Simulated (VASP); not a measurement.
# AlNi (Pm-3m) in VASP: single point with PBE+D3(BJ)

Aim: the single point of AlNi with PBE+D3(BJ).

Everything below comes from runs of VASP 6.6.1. Logs are shortened: lines on timing, memory, paths and dates and some standing lists are left out, and cuts for length are marked.

## 1. The cell of the first run

Symmetry: Pm-3m, No. 221, cubic system. The conventional cell has a = 2.857 Å, b = 2.857 Å, c = 2.857 Å, α = 90.00°, β = 90.00°, γ = 90.00°. Ni (site symmetry m-3m) has 8 Al at 2.47 Å and 6 Ni at 2.86 Å within 3.3 Å. Within 3.3 Å of Al (site symmetry m-3m) lie 8 Ni at 2.47 Å and 6 Al at 2.86 Å.

## 2. Single point, PBE+D3(BJ)

File INCAR:

```
SYSTEM = AlNi
ALGO = Normal
EDIFF = 1E-6
ENCUT = 600
GGA = PE
GGA_COMPAT = .False.
ISIF = 2
ISMEAR = 0
IVDW = 12
LASPH = .True.
LCHARG = .True.
LELF = .True.
LREAL = .False.
LVHAR = .True.
LWAVE = .False.
NBANDS = 14
NELM = 120
PREC = Accurate
SIGMA = 0.1
```

File KPOINTS:

```
k-points
0
Gamma
  14 14 14
  0 0 0
```

File POSCAR:

```
AlNi
1.0
    2.8569508471      0.0000000000      0.0000000000
    0.0000000000      2.8569508471      0.0000000000
    0.0000000000      0.0000000000      2.8569508471
Ni Al
1 1
Direct
    0.0000000000      0.0000000000      0.0000000000
    0.5000000000      0.5000000000      0.5000000000
```

Potentials or basis: VASP PAW PBE potentials, release 64 (Ni, Al).

On the command line:

```console
cat potpaw_PBE.64/Ni/POTCAR potpaw_PBE.64/Al/POTCAR > POTCAR
mpirun -np 1 vasp_std > vasp.out
```

OUTCAR:

```text
SYSTEM = AlNi
   EDIFF = 1E-6
   ENCUT = 600
   GGA = PE
   ISIF = 2
   ISMEAR = 0
   IVDW = 12
   LASPH = .True.
   LREAL = .False.
   NELM = 120
   PREC = Accurate
 IVDW          = 12

 ion  position               nearest neighbor table
   1  0.000  0.000  0.000-   2 2.47   2 2.47   2 2.47   2 2.47   2 2.47   2 2.47   2 2.47   2 2.47

   2  0.500  0.500  0.500-   1 2.47   1 2.47   1 2.47   1 2.47   1 2.47   1 2.47   1 2.47   1 2.47

  LATTYP: Found a simple cubic cell.
 ALAT       =     2.8569508471

  Lattice vectors:

 A1 = (   2.8569508471,   0.0000000000,   0.0000000000)
 A2 = (   0.0000000000,   2.8569508471,   0.0000000000)
 A3 = (   0.0000000000,   0.0000000000,   2.8569508471)

Analysis of symmetry for initial positions (statically):
=====================================================================
 Subroutine PRICEL returns:
 Original cell was already a primitive cell.

 Routine SETGRP: Setting up the symmetry group for a
 simple cubic supercell.

 Subroutine GETGRP returns: Found 48 space group operations
 (whereof 48 operations were pure point group operations)
 out of a pool of 48 trial point group operations.

The static configuration has the point symmetry O_h .

Analysis of symmetry for dynamics (positions and initial velocities):
=====================================================================
 Subroutine PRICEL returns:
 Original cell was already a primitive cell.

 Routine SETGRP: Setting up the symmetry group for a
 simple cubic supercell.

 Subroutine GETGRP returns: Found 48 space group operations
 (whereof 48 operations were pure point group operations)
 out of a pool of 48 trial point group operations.

The dynamic configuration has the point symmetry O_h .

 Subroutine INISYM returns: Found 48 space group operations
 (whereof 48 operations are pure point group operations),
 and found     1 'primitive' translations

----------------------------------------------------------------------------------------

                                     Primitive cell

  volume of cell :      23.3189

  direct lattice vectors                    reciprocal lattice vectors
     2.856950847  0.000000000  0.000000000     0.350023523  0.000000000  0.000000000
     0.000000000  2.856950847  0.000000000     0.000000000  0.350023523  0.000000000
     0.000000000  0.000000000  2.856950847     0.000000000  0.000000000  0.350023523

  length of vectors
     2.856950847  2.856950847  2.856950847     0.350023523  0.350023523  0.350023523

  position of ions in fractional coordinates (direct lattice)
     0.000000000  0.000000000  0.000000000
     0.500000000  0.500000000  0.500000000

[... 90 lines left out ...]
   EFERMI =   0.00;   METHOD = LEGACY
   ISMEAR =     0;   SIGMA  =   0.10  broadening in eV -4-tet -1-fermi 0-gaus
   EFERMI_NEDOS =   21; number of points for ismear=-14 and -15
   IALGO  =     38    algorithm
   IMIX   =      4    mixing-type and parameters
     AMIX     =   0.40;   BMIX     =  1.00
     AMIX_MAG =   1.60;   BMIX_MAG =  1.00
  volume/ion in A,a.u.               =      11.66        78.68
  Fermi-wavevector in a.u.,A,eV,Ry     =   1.347369  2.546158 24.700056  1.815403
  Thomas-Fermi vector in A             =   2.475125
   LORBIT       =      0    0 simple, 1 ext, 2 COOP (PROOUT), +10 PAW based schemes
   GGA     = PE    functional components
   LHFCALC =     F    Hartree Fock is set to
   AEXX    =    0.0000 exact exchange contribution
   IVDW    =    12    specifies the selected vdW correction
   LEPSILON=     F    determine dielectric tensor
   LRPA    =     F    only Hartree local field effects (RPA)
 non-spin polarized calculation
 Gauss-broadening in eV      SIGMA  =   0.10
  energy-cutoff  :      600.00
  volume of cell :       23.32
 maximum number of plane-waves:       804
 NGX is ok and might be reduce to    24
   NGX = 11   NGY = 11   NGZ = 11

 number of electron      13.0000008 magnetization

 Free energy of the ion-electron system (eV)
  ---------------------------------------------------
  ext. energy  EPLUGINS =         0.00000000
  ---------------------------------------------------
  free energy    TOTEN  =       -10.52159213 eV

  energy without entropy =      -10.51652484  energy(sigma->0) =      -10.51905849

 E-fermi :  10.3310     XC(G=0): -12.1696

 val. band max:       10.3236099345   @ k =   0.3571   0.2143   0.0714
 cond. band min:      10.3328107361   @ k =   0.3571   0.1429   0.1429
 fundamental gap:      0.0092008017
 Fermi energy:        10.3310380611

 k-point     1 :       0.0000    0.0000    0.0000
  band No.  band energies     occupation
      1      -0.9609      2.00000
      2       7.0136      2.00000
      3       7.0136      2.00000
      4       8.7684      2.00000
      5       8.7684      2.00000
      6       8.7684      2.00000
      7      15.9698      0.00000
      8      15.9698      0.00000
      9      15.9698      0.00000
     10      18.5686      0.00000
     11      18.5686      0.00000
     12      24.5607      0.00000
     13      31.5847      0.00000
     14      31.5847      0.00000
[... 377 lines left out ...]
      1       2.1246      2.00000
      2       6.0145      2.00000
      3       7.4110      2.00000
      4       7.9647      2.00000
      5       8.2223      2.00000
      6       8.5703      2.00000
      7      10.2589      1.69225
      8      14.1864      0.00000
      9      18.2971      0.00000
     10      19.6772      0.00000
     11      22.1039      0.00000
     12      24.4352      0.00000
     13      26.7022      0.00000
     14      28.2390      0.00000

 [... further k-points ...]

------------------------ aborting loop because EDIFF is reached ----------------------------------------

 Edisp (eV)   -0.90926

 E8    (eV) :    -0.4009

  FORCE on cell =-STRESS in cart. coord.  units (eV):
  Direction    XX          YY          ZZ          XY          YZ          ZX
  --------------------------------------------------------------------------------------
  -------------------------------------------------------------------------------------
  Total      -0.00514    -0.00514    -0.00514    -0.00000    -0.00000    -0.00000
  in kB      -0.35305    -0.35305    -0.35305    -0.00000    -0.00000    -0.00000
  external pressure =       -0.35 kB  Pullay stress =        0.00 kB

 VOLUME and BASIS-vectors are now :
 -----------------------------------------------------------------------------
  energy-cutoff  :      600.00
  volume of cell :       23.32
      direct lattice vectors                 reciprocal lattice vectors
     2.856950847  0.000000000  0.000000000     0.350023523  0.000000000  0.000000000
     0.000000000  2.856950847  0.000000000     0.000000000  0.350023523  0.000000000
     0.000000000  0.000000000  2.856950847     0.000000000  0.000000000  0.350023523

 POSITION                                       TOTAL-FORCE (eV/Angst)
 -----------------------------------------------------------------------------------
      0.00000      0.00000      0.00000         0.000000      0.000000      0.000000
      1.42848      1.42848      1.42848         0.000000      0.000000      0.000000
 -----------------------------------------------------------------------------------
    total drift:                                0.000000      0.000000      0.000000

  FREE ENERGIE OF THE ION-ELECTRON SYSTEM (eV)
  ---------------------------------------------------
  free  energy   TOTEN  =       -11.4308534407 eV

  energy  without entropy=      -11.4257861469  energy(sigma->0) =      -11.42831979
```

Wall time 22 s (1 thread of Intel Xeon Platinum 8488C (Sapphire Rapids), shared host); peak memory 0.18 GiB.

Results:

| Item | Value |
| --- | --- |
| Free energy | -11.4309 eV |
| Pressure | 0.0 GPa |
| Band gap on the k mesh | zero (an odd number of electrons rules out a gap without spin polarisation) |
| Dispersion energy per atom | -0.455 eV |
